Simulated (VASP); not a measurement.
Set up this calculation in VASP 6.6.1, as the native input.

```yaml
Task: single point
Functional: PBE
Potentials_or_basis: VASP PAW PBE potentials, release 64 (K_sv)
Cutoff: 520 eV
k_mesh: 25 × 25 × 25
Occupations: fermi-dirac, width 0.0612256 eV
Spin: no spin polarisation
Dipole_correction: no
Further_INCAR_settings: ALGO = Normal; EDIFF = 1e-07; NBANDS = 10
```

The structure of K lies in POSCAR:

```
K
1.0
    4.3278293376      0.0000000000      0.0000000000
    0.0000000000      4.3278293376      0.0000000000
    0.0000000000      0.0000000000      4.3278293376
K
1
Direct
    0.0000000000      0.0000000000      0.0000000000
```

This isn't the form of K at room conditions, which is bcc.

The input as run:

INCAR

```
  ALGO = Normal
  EDIFF = 1E-7
  ENCUT = 520
  GGA = PE
  ISIF = 2
  ISMEAR = -1
  LASPH = T
  LCHARG = F
  LREAL = F
  LWAVE = F
  NBANDS = 10
  NELM = 80
  PREC = Accurate
  SIGMA = 0.06122561905347299
```

KPOINTS

```
k-points
0
Gamma
  25 25 25
```

Potentials or basis: VASP PAW PBE potentials, release 64 (K_sv).

The run is started by

```console
$ cat potpaw_PBE.64/K_sv/POTCAR > POTCAR
$ mpirun -np 1 vasp_std > vasp.out
```

Results of the run:

The pressure is -0.1 GPa and the band gap on the k mesh is zero (an odd number of electrons rules out a gap without spin polarisation).

Run time: 59 s on 1 thread of Intel(R) Xeon(R) 6975P-C (Granite Rapids) (shared host), peak memory 0.44 GiB.
